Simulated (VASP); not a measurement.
Set up this calculation in VASP 6.6.1, as the native input.

* Task: single point
* Functional: r2SCAN
* Potentials or basis: VASP PAW PBE potentials, release 64 (Pt)
* Cutoff: 520 eV
* k mesh: 13 × 13 × 13
* Occupations: fermi-dirac, width 0.1 eV
* Spin: no spin polarisation
* Dipole correction: no
* Further INCAR settings: ALGO = Normal; EDIFF = 1e-07; NBANDS = 11

Pt:

```xyz
1
Lattice="-1.6229 1.6229 1.6229 1.6229 -1.6229 1.6229 1.6229 1.6229 -1.6229" Properties=species:S:1:pos:R:3 pbc="T T T"
Pt    0.0000    0.0000    0.0000
```

The input as run:

POSCAR

```
Pt
1.0
   -1.6228746627      1.6228746627      1.6228746627
    1.6228746627     -1.6228746627      1.6228746627
    1.6228746627      1.6228746627     -1.6228746627
Pt
1
Direct
    0.0000000000      0.0000000000      0.0000000000
```

INCAR.step1

```
SYSTEM = Pt
PREC     = Accurate       ! precision mode
ENCUT    = 520            ! plane-wave cutoff, eV
ISMEAR   = -1             ! smearing method
SIGMA    = 0.1            ! smearing width, eV
LREAL    = .FALSE.        ! projectors in reciprocal space
LASPH    = .TRUE.         ! aspherical terms in the spheres
NELM     = 60             ! most SCF steps
NBANDS   = 11             ! bands
GGA      = PE             ! functional
ALGO     = Normal         ! electronic algorithm
EDIFF    = 1E-4           ! SCF threshold, eV
LWAVE    = .TRUE.         ! write WAVECAR
LCHARG   = .FALSE.        ! write CHGCAR
```

INCAR.step2

```
SYSTEM = Pt
PREC     = Accurate       ! precision mode
ENCUT    = 520            ! plane-wave cutoff, eV
EDIFF    = 1E-7           ! SCF threshold, eV
ISMEAR   = -1             ! smearing method
SIGMA    = 0.1            ! smearing width, eV
LREAL    = .FALSE.        ! projectors in reciprocal space
LASPH    = .TRUE.         ! aspherical terms in the spheres
NELM     = 60             ! most SCF steps
ALGO     = Normal         ! electronic algorithm
ISIF     = 2              ! what is computed and relaxed
LWAVE    = .FALSE.        ! write WAVECAR
LCHARG   = .FALSE.        ! write CHGCAR
METAGGA  = R2SCAN         ! meta-GGA
LMIXTAU  = .TRUE.       
NBANDS   = 11             ! bands
ISTART   = 1
```

KPOINTS

```
regular mesh
0
G
  13 13 13
  0 0 0
```

Potentials or basis: VASP PAW PBE potentials, release 64 (Pt).

Command:

```sh
$ cat potpaw_PBE.64/Pt/POTCAR > POTCAR
$ cp INCAR.step1 INCAR
$ mpirun -np 1 vasp_std > vasp.out
$ cp INCAR.step2 INCAR
$ mpirun -np 1 vasp_std > vasp.out
```

It gave:

```json
{
  "Pressure": "-19.0 GPa",
  "Band gap on the k mesh": "zero (band 5 reaches 9.44 eV, above the bottom of band 6 at 7.51 eV)"
}
```

Caveat: the PAW data sets were made with another functional, which shifts forces and pressure a little; spin-orbit coupling is left out, which moves the levels of the heavy elements.

Wall time 26 s on 1 thread of Intel(R) Xeon(R) 6975P-C (Granite Rapids) (shared host), peak memory 0.15 GiB.
